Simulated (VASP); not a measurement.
Input of a VASP 6.6.1 run:

The input INCAR:

```
ALGO = Normal ; EDIFF = 1E-6
ENCUT = 520 ; GGA = PE
ISIF = 2 ; ISMEAR = 0
LASPH = T ; LCHARG = F
LREAL = F ; LWAVE = F
NBANDS = 36 ; NELM = 100
PREC = Accurate ; SIGMA = 0.1
```

The input KPOINTS:

```
k-points
0
Gamma
  6 6 2
```

The input POSCAR:

```
Cd3SeS2
1.0
    4.2570880532      0.0000000000      0.0000000000
   -2.1285440266      3.6867464002      0.0000000000
    0.0000000000      0.0000000000     10.4291055859
Cd Se S
3 1 2
Direct
    0.0000000000      0.0000000000     -0.0093482906
    0.3333333333      0.6666666667      0.6666163748
    0.6666666667      0.3333333333      0.3428616373
    0.0000000000      0.0000000000      0.2481295158
    0.3333333333      0.6666666667      0.9130312976
    0.6666666667      0.3333333333      0.5887094651
```

Potentials or basis: VASP PAW PBE potentials, release 64 (Cd, Se, S).

Launch:

```bash
$ cat potpaw_PBE.64/Cd/POTCAR potpaw_PBE.64/Se/POTCAR potpaw_PBE.64/S/POTCAR > POTCAR
$ mpirun -np 1 vasp_std > vasp.out
```

Problem. Predict the pressure.

Solution. 0.2 GPa.

Problem. Predict the band gap on the k mesh.

Solution. 0.66 eV.

Problem. What does it give for the largest force?

Solution. 0.030 eV/Å.

Forces on the atoms (eV/Å):
```
Cd   0.000  0.000  0.023
Cd   0.000  0.000 -0.013
Cd   0.000  0.000  0.002
Se   0.000  0.000 -0.030
S    0.000  0.000  0.008
S    0.000  0.000  0.009
```

Caveat: semilocal functionals underestimate gaps, and a narrow one can read as zero.
